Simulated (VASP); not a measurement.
# MgO (zincblende type) (F-43m) in VASP: a series of runs

Runs on MgO (zincblende type). Level: PBE. Tasks: electric field gradients, single point.

Everything below comes from runs of VASP 6.6.1. Logs are shortened: lines on timing, memory, paths and dates and some standing lists are left out, and cuts for length are marked.

## Step 1: The cell of the first run

The structure is cubic, space group F-43m (No. 216). Conventional cell: a = 4.702 Å, b = 4.702 Å, c = 4.702 Å, α = 90.00°, β = 90.00°, γ = 90.00°. Mg (site symmetry -43m) has 4 O at 2.04 Å within 2.7 Å. O (site symmetry -43m) has 4 Mg at 2.04 Å within 2.7 Å.

## Step 2: Electric field gradients, PBE (13.00 Å³/atom)

Input file INCAR:

```
SYSTEM = MgO
PREC = Accurate ; ENCUT = 520
EDIFF = 1E-8 ; ISMEAR = -1
SIGMA = 0.08 ; LREAL = .FALSE.
LASPH = .TRUE. ; NELM = 60
ALGO = Normal ; ISIF = 2
LWAVE = .FALSE. ; LCHARG = .FALSE.
GGA = PE ; LEFG = .TRUE.
NBANDS = 11
```

Input file KPOINTS:

```
regular mesh
0
G
  13 13 13
  0 0 0
```

Input file POSCAR:

```
MgO
1.0
    0.0000000000      2.3511193090      2.3511193090
    2.3511193090      0.0000000000      2.3511193090
    2.3511193090      2.3511193090      0.0000000000
Mg O
1 1
Direct
    0.0000000000      0.0000000000      0.0000000000
    0.2500000000      0.2500000000      0.2500000000
```

Potentials or basis: VASP PAW PBE potentials, release 64 (Mg, O).

Started as:

```
cat potpaw_PBE.64/Mg/POTCAR potpaw_PBE.64/O/POTCAR > POTCAR
mpirun -np 1 vasp_std > vasp.out
```

OUTCAR:

```text
SYSTEM = MgO
   PREC = Accurate
   ENCUT = 520
   EDIFF = 1E-8
   ISMEAR = -1
   LREAL = .FALSE.
   LASPH = .TRUE.
   NELM = 60
   ISIF = 2
   GGA = PE

 ion  position               nearest neighbor table
   1  0.000  0.000  0.000-   2 2.04   2 2.04   2 2.04   2 2.04
   2  0.250  0.250  0.250-   1 2.04   1 2.04   1 2.04   1 2.04

  LATTYP: Found a face centered cubic cell.
 ALAT       =     4.7022386180

  Lattice vectors:

 A1 = (   0.0000000000,   2.3511193090,   2.3511193090)
 A2 = (   2.3511193090,   0.0000000000,   2.3511193090)
 A3 = (   2.3511193090,   2.3511193090,   0.0000000000)

Analysis of symmetry for initial positions (statically):
=====================================================================
 Subroutine PRICEL returns:
 Original cell was already a primitive cell.

 Routine SETGRP: Setting up the symmetry group for a
 face centered cubic supercell.

 Subroutine GETGRP returns: Found 24 space group operations
 (whereof 24 operations were pure point group operations)
 out of a pool of 48 trial point group operations.

The static configuration has the point symmetry T_d .

Analysis of symmetry for dynamics (positions and initial velocities):
=====================================================================
 Subroutine PRICEL returns:
 Original cell was already a primitive cell.

 Routine SETGRP: Setting up the symmetry group for a
 face centered cubic supercell.

 Subroutine GETGRP returns: Found 24 space group operations
 (whereof 24 operations were pure point group operations)
 out of a pool of 48 trial point group operations.

The dynamic configuration has the point symmetry T_d .

 Subroutine INISYM returns: Found 24 space group operations
 (whereof 24 operations are pure point group operations),
 and found     1 'primitive' translations

----------------------------------------------------------------------------------------

                                     Primitive cell

  volume of cell :      25.9929

  direct lattice vectors                    reciprocal lattice vectors
     0.000000000  2.351119309  2.351119309    -0.212664665  0.212664665  0.212664665
     2.351119309  0.000000000  2.351119309     0.212664665 -0.212664665  0.212664665
[... 134 lines left out ...]

 val. band max:        0.3482216752   @ k =   0.0000   0.0000   0.0000
 cond. band min:       3.5033656167   @ k =   0.0000   0.0000   0.0000
 fundamental gap:      3.1551439415
 Fermi energy:         2.1604801945

 k-point     1 :       0.0000    0.0000    0.0000
  band No.  band energies     occupation
      1     -15.3088      2.00000
      2       0.3482      2.00000
      3       0.3482      2.00000
      4       0.3482      2.00000
      5       3.5034      0.00000
      6      16.1952      0.00000
      7      16.1952      0.00000
      8      16.1952      0.00000
      9      19.7681      0.00000
     10      19.7681      0.00000
     11      19.7755      0.00000
[... 309 lines left out ...]
 k-point    24 :       0.4615    0.1538    0.0000
  band No.  band energies     occupation
      1     -14.7520      2.00000
      2      -2.1237      2.00000
      3      -0.1815      2.00000
      4       0.0346      2.00000
      5       7.9229      0.00000
      6      10.3074      0.00000
      7      13.4233      0.00000
      8      14.8079      0.00000
      9      18.2051      0.00000
     10      21.3379      0.00000
     11      21.3686      0.00000

 [... further k-points ...]

------------------------ aborting loop because EDIFF is reached ----------------------------------------

  FORCE on cell =-STRESS in cart. coord.  units (eV):
  Direction    XX          YY          ZZ          XY          YZ          ZX
  --------------------------------------------------------------------------------------
  -------------------------------------------------------------------------------------
  Total       -1.0186846     -1.0186846     -1.0186846      0.0000000     -0.0000000      0.0000000
  in kB      -62.7908444    -62.7908444    -62.7908444      0.0000000     -0.0000000      0.0000000
  external PRESSURE =     -62.7908444 kB  Pullay stress =       0.0000000 kB

 VOLUME and BASIS-vectors are now :
 -----------------------------------------------------------------------------
  energy-cutoff  :      520.00
  volume of cell :       25.99
      direct lattice vectors                 reciprocal lattice vectors
     0.000000000  2.351119309  2.351119309    -0.212664665  0.212664665  0.212664665
     2.351119309  0.000000000  2.351119309     0.212664665 -0.212664665  0.212664665
     2.351119309  2.351119309  0.000000000     0.212664665  0.212664665 -0.212664665

 POSITION                                       TOTAL-FORCE (eV/Angst)
 -----------------------------------------------------------------------------------
      0.00000      0.00000      0.00000         0.000000     -0.000000     -0.000000
      1.17556      1.17556      1.17556        -0.000000      0.000000      0.000000
 -----------------------------------------------------------------------------------
    total drift:                               -0.000000     -0.000000     -0.000000

  FREE ENERGIE OF THE ION-ELECTRON SYSTEM (eV)
  ---------------------------------------------------
  free  energy   TOTEN  =       -11.6706290677 eV

  energy  without entropy=      -11.6706290675  energy(sigma->0) =      -11.67062907

 Electric field gradients (V/A^2)
---------------------------------------------------------------------
 ion       V_xx      V_yy      V_zz      V_xy      V_xz      V_yz
---------------------------------------------------------------------
   1       0.000     0.000     0.000     0.000     0.000     0.000
   2      -0.000    -0.000     0.000     0.000     0.000     0.000
---------------------------------------------------------------------

 Electric field gradients after diagonalization (V/A^2)
 (convention: |V_zz| > |V_xx| > |V_yy|)
----------------------------------------------------------------------
 ion       V_xx      V_yy      V_zz     asymmetry (V_yy - V_xx)/ V_zz
----------------------------------------------------------------------
   1      -0.000    -0.000     0.000       0.000
   2      -0.000    -0.000     0.001       0.000
----------------------------------------------------------------------

           NMR quadrupolar parameters

 Cq : quadrupolar parameter    Cq=e*Q*V_zz/h
 eta: asymmetry parameters     (V_yy - V_xx)/ V_zz
 Q  : nuclear electric quadrupole moment in mb (millibarn)
----------------------------------------------------------------------
 ion       Cq(MHz)       eta       Q (mb)
----------------------------------------------------------------------
   1       0.000       0.000       1.000
   2       0.000       0.000       1.000
----------------------------------------------------------------------
```

OSZICAR:

```text
N       E                     dE             d eps       ncg     rms          rms(c)
DAV:   1     0.162971147413E+02    0.16297E+02   -0.43111E+03  2016   0.622E+02
DAV:   2    -0.129002292683E+02   -0.29197E+02   -0.28418E+02  2097   0.132E+02
DAV:   3    -0.138164213746E+02   -0.91619E+00   -0.91518E+00  2270   0.216E+01
DAV:   4    -0.138194106842E+02   -0.29893E-02   -0.29893E-02  2028   0.143E+00
DAV:   5    -0.138194237528E+02   -0.13069E-04   -0.13069E-04  2220   0.920E-02    0.823E+00
DAV:   6    -0.117198021761E+02    0.20996E+01   -0.14339E+01  2049   0.191E+01    0.300E+00
DAV:   7    -0.116770407239E+02    0.42761E-01   -0.19100E-01  1986   0.301E+00    0.154E+00
DAV:   8    -0.116716016197E+02    0.54391E-02   -0.56946E-02  1959   0.256E+00    0.383E-01
DAV:   9    -0.116705198529E+02    0.10818E-02   -0.13949E-03  2140   0.268E-01    0.201E-01
DAV:  10    -0.116706260963E+02   -0.10624E-03   -0.91698E-04  2019   0.227E-01    0.150E-02
DAV:  11    -0.116706280493E+02   -0.19530E-05   -0.31396E-05  2166   0.310E-02    0.102E-02
DAV:  12    -0.116706290635E+02   -0.10142E-05   -0.38137E-06  2022   0.134E-02    0.745E-04
DAV:  13    -0.116706290677E+02   -0.41958E-08   -0.68800E-08  2085   0.131E-03
   1 F= -.11670629E+02 E0= -.11670629E+02  d E =-.140154E-09
```

stdout:

```text
POSCAR found type information on POSCAR MgO
 POSCAR found :  2 types and       2 ions
 scaLAPACK will be used
 LDA part: xc-table for (Slater+PW92), standard interpolation
 POSCAR, INCAR and KPOINTS ok, starting setup
 FFT: planning ... GRIDC
 FFT: planning ... GRID_SOFT
 FFT: planning ... GRID
 WAVECAR not read
 entering main loop
ion   1

ion   2
```

Run time: 29 s. Hardware: 1 thread of Intel Xeon Platinum 8259CL at 2.50GHz (Skylake/Cascade Lake), shared host; peak memory 0.16 GiB.

What came out:

```yaml
Free_energy: -11.6706 eV
Pressure: -6.3 GPa
Band_gap_on_the_k_mesh: 3.16 eV
Largest_electric_field_gradient_by_atom: under 0.05 V/Å² on every atom
```

Caveat: the cell stands under tension; an odd mesh through Γ misses points on the zone boundary, where band edges can lie.

## Step 3: Electric field gradients, PBE (13.00 Å³/atom)

Input file INCAR:

```
PREC     = Accurate       # precision mode
ENCUT    = 520            # plane-wave cutoff, eV
EDIFF    = 1E-8           # SCF threshold, eV
ISMEAR   = -1             # smearing method
SIGMA    = 0.08           # smearing width, eV
LREAL    = F              # projectors in reciprocal space
LASPH    = T              # aspherical terms in the spheres
NELM     = 100            # most SCF steps
ALGO     = Normal         # electronic algorithm
ISIF     = 2              # what is computed and relaxed
LWAVE    = F              # write WAVECAR
LCHARG   = F              # write CHGCAR
GGA      = PE             # functional
LEFG     = T            
NBANDS   = 11             # bands
```

Input file KPOINTS:

```
Automatic mesh
0
Gamma
  13 13 13
```

POSCAR is that of step 2.

Potentials or basis: VASP PAW PBE potentials, release 64 (Mg, O).

Started as:

```
cat potpaw_PBE.64/Mg/POTCAR potpaw_PBE.64/O/POTCAR > POTCAR
mpirun -np 1 vasp_std > vasp.out
```

OUTCAR:

```text
PREC = Accurate
   ENCUT = 520
   EDIFF = 1E-8
   ISMEAR = -1
   LREAL = F
   LASPH = T
   NELM = 100
   ISIF = 2
   GGA = PE

 ion  position               nearest neighbor table
   1  0.000  0.000  0.000-   2 2.04   2 2.04   2 2.04   2 2.04
   2  0.250  0.250  0.250-   1 2.04   1 2.04   1 2.04   1 2.04

  LATTYP: Found a face centered cubic cell.
 ALAT       =     4.7022386180

  Lattice vectors:

 A1 = (   0.0000000000,   2.3511193090,   2.3511193090)
 A2 = (   2.3511193090,   0.0000000000,   2.3511193090)
 A3 = (   2.3511193090,   2.3511193090,   0.0000000000)

[... 547 lines left out ...]
  free  energy   TOTEN  =       -11.6706290677 eV

  energy  without entropy=      -11.6706290675  energy(sigma->0) =      -11.67062907

 Electric field gradients (V/A^2)
---------------------------------------------------------------------
 ion       V_xx      V_yy      V_zz      V_xy      V_xz      V_yz
---------------------------------------------------------------------
   1       0.000     0.000     0.000     0.000     0.000     0.000
   2      -0.000    -0.000     0.000     0.000     0.000     0.000
---------------------------------------------------------------------

 Electric field gradients after diagonalization (V/A^2)
 (convention: |V_zz| > |V_xx| > |V_yy|)
----------------------------------------------------------------------
 ion       V_xx      V_yy      V_zz     asymmetry (V_yy - V_xx)/ V_zz
----------------------------------------------------------------------
   1      -0.000    -0.000     0.000       0.000
   2      -0.000    -0.000     0.001       0.000
----------------------------------------------------------------------

           NMR quadrupolar parameters

 Cq : quadrupolar parameter    Cq=e*Q*V_zz/h
 eta: asymmetry parameters     (V_yy - V_xx)/ V_zz
 Q  : nuclear electric quadrupole moment in mb (millibarn)
----------------------------------------------------------------------
 ion       Cq(MHz)       eta       Q (mb)
----------------------------------------------------------------------
   1       0.000       0.000       1.000
   2       0.000       0.000       1.000
----------------------------------------------------------------------
```

OSZICAR:

```text
N       E                     dE             d eps       ncg     rms          rms(c)
DAV:   1     0.162971147413E+02    0.16297E+02   -0.43111E+03  2016   0.622E+02
DAV:   2    -0.129002292683E+02   -0.29197E+02   -0.28418E+02  2097   0.132E+02
DAV:   3    -0.138164213746E+02   -0.91619E+00   -0.91518E+00  2270   0.216E+01
DAV:   4    -0.138194106842E+02   -0.29893E-02   -0.29893E-02  2028   0.143E+00
DAV:   5    -0.138194237528E+02   -0.13069E-04   -0.13069E-04  2220   0.920E-02    0.823E+00
DAV:   6    -0.117198021761E+02    0.20996E+01   -0.14339E+01  2049   0.191E+01    0.300E+00
DAV:   7    -0.116770407239E+02    0.42761E-01   -0.19100E-01  1986   0.301E+00    0.154E+00
DAV:   8    -0.116716016197E+02    0.54391E-02   -0.56946E-02  1959   0.256E+00    0.383E-01
DAV:   9    -0.116705198529E+02    0.10818E-02   -0.13949E-03  2140   0.268E-01    0.201E-01
DAV:  10    -0.116706260963E+02   -0.10624E-03   -0.91698E-04  2019   0.227E-01    0.150E-02
DAV:  11    -0.116706280493E+02   -0.19530E-05   -0.31396E-05  2166   0.310E-02    0.102E-02
DAV:  12    -0.116706290635E+02   -0.10142E-05   -0.38137E-06  2022   0.134E-02    0.745E-04
DAV:  13    -0.116706290677E+02   -0.41958E-08   -0.68800E-08  2085   0.131E-03
   1 F= -.11670629E+02 E0= -.11670629E+02  d E =-.140154E-09
```

stdout:

```text
POSCAR found type information on POSCAR MgO
 POSCAR found :  2 types and       2 ions
 scaLAPACK will be used
 LDA part: xc-table for (Slater+PW92), standard interpolation
 POSCAR, INCAR and KPOINTS ok, starting setup
 FFT: planning ... GRIDC
 FFT: planning ... GRID_SOFT
 FFT: planning ... GRID
 WAVECAR not read
 entering main loop
ion   1

ion   2
```

It took 28 s on 1 thread of Intel Xeon Platinum 8259CL at 2.50GHz (Skylake/Cascade Lake), shared host; peak memory 0.17 GiB.

What came out:

```yaml
Free_energy: -11.6706 eV
Pressure: -6.3 GPa
Band_gap_on_the_k_mesh: 3.16 eV
Largest_electric_field_gradient_by_atom: under 0.05 V/Å² on every atom
```

Levels at points of the mesh, in eV from the valence-band top:
| k point | band 2 | band 3 | band 4 | band 5 | band 6 | band 7 |
| --- | --- | --- | --- | --- | --- | --- |
| (0.00, 0.00, 0.00) | 0.00 | 0.00 | 0.00 | 3.16 | 15.85 | 15.85 |

Caveat: the cell stands under tension; an odd mesh through Γ misses points on the zone boundary, where band edges can lie.

(Part 1 of 2 ends here.)
